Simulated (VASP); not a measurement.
# TiC (F-43m) in VASP: vibrations by perturbation theory with PBE

Aim: the vibrations by perturbation theory of TiC with PBE.

All numbers are computed with VASP 6.6.1; they aren't measurements. Logs are shortened: lines on timing, memory, paths and dates and some standing lists are left out, and cuts for length are marked.

### 1 The cell of the first run

The structure is cubic, space group F-43m (No. 216). Conventional cell: a = 4.537 Å, b = 4.537 Å, c = 4.537 Å, α = 90.00°, β = 90.00°, γ = 90.00°. Within 2.6 Å of Ti (site symmetry -43m) lie 4 C at 1.96 Å. Within 2.6 Å of C (site symmetry -43m) lie 4 Ti at 1.96 Å.

### 2 Vibrations by perturbation theory, PBE

INCAR

```
SYSTEM = TiC
ALGO = Normal ; EDIFF = 1E-8
ENCUT = 600 ; GGA = PE
GGA_COMPAT = .False. ; IBRION = 8
ISIF = 2 ; ISMEAR = 0
LASPH = .True. ; LCHARG = .False.
LEPSILON = .True. ; LREAL = .False.
LWAVE = .False. ; NELM = 120
NSW = 1 ; PREC = Accurate
SIGMA = 0.01
```

KPOINTS

```
k-points
0
Gamma
  14 14 14
  0 0 0
```

POSCAR

```
TiC
1.0
    0.0000000000      2.2687000000      2.2687000000
    2.2687000000      0.0000000000      2.2687000000
    2.2687000000      2.2687000000      0.0000000000
Ti C
1 1
Direct
    0.0000000000      0.0000000000      0.0000000000
    0.2500000000      0.2500000000      0.2500000000
```

Potentials or basis: VASP PAW PBE potentials, release 64 (Ti_sv, C).

Command:

```
> cat potpaw_PBE.64/Ti_sv/POTCAR potpaw_PBE.64/C/POTCAR > POTCAR
> mpirun -np 1 vasp_std > vasp.out
```

OUTCAR:

```text
SYSTEM = TiC
   EDIFF = 1E-8
   ENCUT = 600
   GGA = PE
   IBRION = 8
   ISIF = 2
   ISMEAR = 0
   LASPH = .True.
   LEPSILON = .True.
   LREAL = .False.
   NELM = 120
   NSW = 1
   PREC = Accurate

 ion  position               nearest neighbor table
   1  0.000  0.000  0.000-   2 1.96   2 1.96   2 1.96   2 1.96
   2  0.250  0.250  0.250-   1 1.96   1 1.96   1 1.96   1 1.96

  LATTYP: Found a face centered cubic cell.
 ALAT       =     4.5374000000

  Lattice vectors:

 A1 = (   0.0000000000,   2.2687000000,   2.2687000000)
 A2 = (   2.2687000000,   0.0000000000,   2.2687000000)
 A3 = (   2.2687000000,   2.2687000000,   0.0000000000)

Analysis of symmetry for initial positions (statically):
=====================================================================
 Subroutine PRICEL returns:
 Original cell was already a primitive cell.

 Routine SETGRP: Setting up the symmetry group for a
 face centered cubic supercell.

 Subroutine GETGRP returns: Found 24 space group operations
 (whereof 24 operations were pure point group operations)
 out of a pool of 48 trial point group operations.

The static configuration has the point symmetry T_d .

Analysis of symmetry for dynamics (positions and initial velocities):
=====================================================================
 Subroutine PRICEL returns:
 Original cell was already a primitive cell.

 Routine SETGRP: Setting up the symmetry group for a
 face centered cubic supercell.

 Subroutine GETGRP returns: Found 24 space group operations
 (whereof 24 operations were pure point group operations)
 out of a pool of 48 trial point group operations.

The dynamic configuration has the point symmetry T_d .

 Subroutine INISYM returns: Found 24 space group operations
 (whereof 24 operations are pure point group operations),
 and found     1 'primitive' translations

----------------------------------------------------------------------------------------

                                     Primitive cell

  volume of cell :      23.3540

  direct lattice vectors                    reciprocal lattice vectors
     0.000000000  2.268700000  2.268700000    -0.220390532  0.220390532  0.220390532
     2.268700000  0.000000000  2.268700000     0.220390532 -0.220390532  0.220390532
     2.268700000  2.268700000  0.000000000     0.220390532  0.220390532 -0.220390532

  length of vectors
     3.208426309  3.208426309  3.208426309     0.381727599  0.381727599  0.381727599

  position of ions in fractional coordinates (direct lattice)
     0.000000000  0.000000000  0.000000000
     0.250000000  0.250000000  0.250000000

  ion indices of the primitive-cell ions
   primitive index   ion index
                 1           1
                 2           2

----------------------------------------------------------------------------------------

 KPOINTS: k-points

Automatic generation of k-mesh.
 Grid dimensions read from file:
 generate k-points for:   14   14   14

 Generating k-lattice:

  Cartesian coordinates                     Fractional coordinates (reciprocal lattice)
    -0.015742181  0.015742181  0.015742181     0.071428571  0.000000000  0.000000000
     0.015742181 -0.015742181  0.015742181     0.000000000  0.071428571  0.000000000
     0.015742181  0.015742181 -0.015742181     0.000000000  0.000000000  0.071428571

  Length of vectors
     0.027266257  0.027266257  0.027266257

  Shift w.r.t. Gamma in fractional coordinates (k-lattice)
     0.000000000  0.000000000  0.000000000

 Subroutine IBZKPT returns following result:
 ===========================================

 Found    104 irreducible k-points:

 Following reciprocal coordinates:
[... 466 lines left out ...]
  energy-cutoff  :      600.00
  volume of cell :       23.35
      direct lattice vectors                 reciprocal lattice vectors
     0.000000000  2.268700000  2.268700000    -0.220390532  0.220390532  0.220390532
     2.268700000  0.000000000  2.268700000     0.220390532 -0.220390532  0.220390532
     2.268700000  2.268700000  0.000000000     0.220390532  0.220390532 -0.220390532

 POSITION                                       TOTAL-FORCE (eV/Angst)
 -----------------------------------------------------------------------------------
      0.00000      0.00000      0.00000        -0.000000     -0.000000     -0.000000
      1.13435      1.13435      1.13435         0.000000      0.000000      0.000000
 -----------------------------------------------------------------------------------
    total drift:                                0.000000      0.000000      0.000000

  FREE ENERGIE OF THE ION-ELECTRON SYSTEM (eV)
  ---------------------------------------------------
  free  energy   TOTEN  =       -17.1340817762 eV

  energy  without entropy=      -17.1340817762  energy(sigma->0) =      -17.13408178

 HEAD OF MICROSCOPIC STATIC DIELECTRIC TENSOR (INDEPENDENT PARTICLE, excluding Hartree and local field effects)
 ------------------------------------------------------
          27.708697    -0.000000     0.000000
           0.000000    27.708697    -0.000000
           0.000000    -0.000000    27.708697
 ------------------------------------------------------

 Free energy of the ion-electron system (eV)
  ---------------------------------------------------
  ---------------------------------------------------
  free energy    TOTEN  =        -1.69038100 eV

  energy without entropy =       -1.69038100

------------------------ aborting loop because EDIFF is reached ----------------------------------------

--------------------------------------- Ionic step        2  -------------------------------------------

------------------------ aborting loop because EDIFF is reached ----------------------------------------

--------------------------------------- Ionic step        3  -------------------------------------------

------------------------ aborting loop because EDIFF is reached ----------------------------------------

 PIEZOELECTRIC TENSOR FIELD DIRECTION 3  (e Angst)
 -----------------------------------------------------------------------------
     0.00867 -2.19816  0.00000           (  0.00001  0.91685  0.00000)
    -2.19816  0.00867  0.00000           (  0.91685  0.00001  0.00000)
     0.00000  0.00000 -0.01575           (  0.00000  0.00000 -0.00004)

 PIEZOELECTRIC TENSOR FIELD DIRECTION 3  (C/m^2)
 -----------------------------------------------------------------------------
     0.00595 -1.50803  0.00000
    -1.50803  0.00595  0.00000
     0.00000  0.00000 -0.01080

--------------------------------------- Ionic step        4  -------------------------------------------

------------------------ aborting loop because EDIFF is reached ----------------------------------------

[... ionic steps 5 to 6 ...]

--------------------------------------- Ionic step        7  -------------------------------------------

 Free energy of the ion-electron system (eV)
  ---------------------------------------------------
  ---------------------------------------------------
  free energy    TOTEN  =        -0.12620750 eV

  energy without entropy =       -0.12620750

------------------------ aborting loop because EDIFF is reached ----------------------------------------

 INTERNAL STRAIN TENSOR  FOR ION    2  DIRECTION 1   (eV/Angst):
 -----------------------------------------------------------------------------
     0.01264  0.00000  0.00000
     0.00000 -0.01060-14.67217
     0.00000-14.67217 -0.01060

 MACROSCOPIC STATIC DIELECTRIC TENSOR (including local field effects in DFT)
 ------------------------------------------------------
          26.368217    -0.000000     0.000000
           0.000000    26.368217     0.000000
          -0.000000    -0.000000    26.368217
 ------------------------------------------------------

 PIEZOELECTRIC TENSOR (including local field effects)  for field in x, y, z        (e  Angst)
          XX          YY          ZZ          XY          YZ          ZX
  --------------------------------------------------------------------------------
  x     0.00000     0.00000    -0.00000     0.00000    -2.20485     0.00000
  y    -0.00000     0.00000     0.00000     0.00000    -0.00000    -2.20485
  z     0.00000    -0.00000    -0.00000    -2.20485     0.00000     0.00000

 PIEZOELECTRIC TENSOR (including local field effects)  for field in x, y, z        (C/m^2)
          XX          YY          ZZ          XY          YZ          ZX
  --------------------------------------------------------------------------------
  x     0.00000     0.00000    -0.00000     0.00000    -1.51261     0.00000
  y    -0.00000     0.00000     0.00000     0.00000    -0.00000    -1.51261
  z     0.00000    -0.00000    -0.00000    -1.51261     0.00000     0.00000

 BORN EFFECTIVE CHARGES (including local field effects) (in |e|, cummulative output)
 ---------------------------------------------------------------------------------
 ion    1
    1     4.80526    -0.00000    -0.00000
    2    -0.00000     4.80526    -0.00000
    3     0.00000     0.00000     4.80526
 ion    2
    1    -4.80526     0.00000     0.00000
    2     0.00000    -4.80526     0.00000
    3     0.00000    -0.00000    -4.80526

 INTERNAL STRAIN TENSOR FOR ION    2 for displacements in x,y,z  (eV/Angst):
          X           Y           Z          XY          YZ          ZX
  --------------------------------------------------------------------------------
  x     0.00000     0.00000     0.00000     0.00000   -14.67217     0.00000
  y     0.00000     0.00000     0.00000     0.00000     0.00000   -14.67217
  z     0.00000     0.00000     0.00000   -14.67217     0.00000     0.00000

 SECOND DERIVATIVES (NOT SYMMETRIZED)
 ------------------------------------
               1X          1Y          1Z          2X          2Y          2Z
  1X   -15.044079    0.000000    0.000000   15.044079    0.000000    0.000000
  1Y     0.000000  -15.044079    0.000000    0.000000   15.044079    0.000000
  1Z     0.000000    0.000000  -15.044079    0.000000    0.000000   15.044079
  2X    15.035113    0.000000    0.000000  -15.035113    0.000000    0.000000
  2Y     0.000000   15.035113    0.000000    0.000000  -15.035113    0.000000
  2Z     0.000000    0.000000   15.035113    0.000000    0.000000  -15.035113

 Eigenvectors and eigenvalues of the dynamical matrix
 ----------------------------------------------------

   1 f  =   19.563393 THz   122.920423 2PiTHz  652.564547 cm-1    80.907656 meV
             X         Y         Z           dx          dy          dz
      0.000000  0.000000  0.000000    -0.447932    0.000000    0.000000
      1.134350  1.134350  1.134350     0.894068    0.000000    0.000000
[... 21 lines left out ...]
   6 f/i=    0.002335 THz     0.014673 2PiTHz    0.077894 cm-1     0.009658 meV
             X         Y         Z           dx          dy          dz
      0.000000  0.000000  0.000000     0.000000    0.000000    0.894068
      1.134350  1.134350  1.134350     0.000000    0.000000    0.447932

--------------------------------------------------------------------------------------------------------

 MACROSCOPIC STATIC DIELECTRIC TENSOR IONIC CONTRIBUTION
 ------------------------------------------------------
          11.896021    -0.000000    -0.000000
          -0.000000    11.896021    -0.000000
          -0.000000    -0.000000    11.896021
 ------------------------------------------------------

 ELASTIC MODULI CONTR FROM IONIC RELAXATION (kBar)
 Direction    XX          YY          ZZ          XY          YZ          ZX
 --------------------------------------------------------------------------------
 XX          -0.0000     -0.0000     -0.0000     -0.0000      0.0000      0.0000
 YY          -0.0000     -0.0000     -0.0000     -0.0000     -0.0000      0.0000
 ZZ          -0.0000     -0.0000     -0.0000      0.0000     -0.0000      0.0000
 XY          -0.0000     -0.0000      0.0000  -1009.7029      0.0000      0.0000
 YZ           0.0000     -0.0000     -0.0000      0.0000  -1009.7029      0.0000
 ZX           0.0000      0.0000      0.0000      0.0000      0.0000  -1009.7029
 --------------------------------------------------------------------------------

 PIEZOELECTRIC TENSOR IONIC CONTR  for field in x, y, z        (C/m^2)
          XX          YY          ZZ          XY          YZ          ZX
  --------------------------------------------------------------------------------
  x     0.00000     0.00000     0.00000    -0.00000     3.26114    -0.00000
  y    -0.00000    -0.00000    -0.00000    -0.00000    -0.00000     3.26114
  z     0.00000     0.00000    -0.00000     3.26114     0.00000     0.00000
```

Run time: 24 min. Hardware: 1 thread of AMD EPYC 9R45 (Zen 5), shared host; peak memory 0.44 GiB.

Results:

```yaml
Electronic_dielectric_tensor_diagonal: 26.37
Born_charges_mean_of_the_diagonal: Ti +4.81; C -4.81 e
Highest_phonon_frequency_at_Γ_LO-TO_splitting_left_out: 653 cm⁻¹
```

Phonon frequencies in cm⁻¹ (negative: imaginary):
| q point | frequencies |
| --- | --- |
| (0.000, 0.000, 0.000) | 0 0 0 653 653 653 |

Electronic dielectric tensor:
```
26.37  0.00  0.00
 0.00 26.37  0.00
 0.00  0.00 26.37
```

Born effective charge tensors (e):
atom 1, Ti
```
4.81 0.00 0.00
0.00 4.81 0.00
0.00 0.00 4.81
```
atom 2, C
```
-4.81  0.00  0.00
 0.00 -4.81  0.00
 0.00  0.00 -4.81
```

Caveat: the cell wasn't relaxed at this level first, which shifts response properties.
